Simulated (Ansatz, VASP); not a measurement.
# Two plane-wave programs on ZnW2Br4

```xyz
7
Lattice="3.2135 0.0000 0.0000 -1.6067 2.7830 0.0000 0.0000 0.0000 16.7358" Properties=species:S:1:pos:R:3 pbc="T T T"
Zn    0.0000    0.0000    8.3679
W     0.0000    0.0000   13.2240
W     0.0000    0.0000    3.5118
Br    0.0000    1.8553   11.3644
Br    1.6067    0.9277   15.0836
Br    0.0000    1.8553    1.6522
Br    1.6067    0.9277    5.3715
```

Alike in both runs: functional PBE; dispersion D3(BJ); k mesh 12 × 12 × 4; occupations gaussian, width 0.1 eV; no spin polarisation.

Ansatz relaxed the structure, and its values are those at the end. VASP's run is a single point on that final structure, the one shown.

|  | VASP | Ansatz |
| --- | --- | --- |
| version | VASP 6.6.1 | Ansatz 0.2.0 |
| potentials or method | VASP PAW PBE potentials, release 64 (Zn, W_sv, Br), cutoff 520 eV | scalar-relativistic, plane waves, PAW |
| valence electrons in the cell | 68 | 68 |

VASP gave:

```
gap on the k mesh at the Fermi level (eV) : none
pressure (GPa)                            : 0.2
rms of the force components (eV/Å)        : 0.012
```

Problem. Estimate Ansatz's values.

Solution. gap on the k mesh at the Fermi level (eV): none; pressure (GPa): 0.0; rms of the force components (eV/Å): 0.000.

A gap of «none» marks a metal or a gap that the smearing closes. Ansatz's warnings: relaxed geometry near dispersion switch.

Neither program's run includes spin-orbit coupling.
